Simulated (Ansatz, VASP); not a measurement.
# Al2Cu in VASP and in Ansatz

```xyz
6
Lattice="-2.9989 2.9989 2.3927 2.9989 -2.9989 2.3927 2.9989 2.9989 -2.3927" Properties=species:S:1:pos:R:3 pbc="T T T"
Al    0.9513    2.0476    0.0000
Al    3.9502    0.9513    0.0000
Al   -0.9513    2.0476    2.3927
Al    2.0476    0.9513    2.3927
Cu    0.0000    0.0000    3.5891
Cu    0.0000    0.0000    1.1964
```

Alike in both runs: task single point; functional r2SCAN; k mesh 6 × 6 × 6; occupations gaussian, width 0.1 eV; no spin polarisation.

```csv
,VASP,Ansatz
version,VASP 6.6.1,Ansatz 0.2.0
potentials or method,"VASP PAW PBE potentials, release 64 (Al, Cu), cutoff 520 eV","scalar-relativistic, plane waves, PAW"
valence electrons in the cell,34,50
```

```tsv
	VASP	Ansatz	Ansatz less VASP
gap on the k mesh at the Fermi level (eV)	none	none	-
pressure (GPa)	0.2	0.4	+0.18
traceless stress, the component that is largest in VASP (GPa)	2.16	2.13	-0.029
rms of the force components (eV/Å)	0.020	0.021	+0.0007
```

VASP's potentials were made for PBE, not for r2SCAN. Atom by atom the forces differ by 0.001 eV/Å (rms over components). A gap of «none» marks a metal or a gap that the smearing closes. The functional is the same, so the differences come from potentials, cutoffs and numerics. VASP's potentials hold 34 valence electrons a cell and Ansatz's 50, so a difference there can come from the potentials and not from the codes.
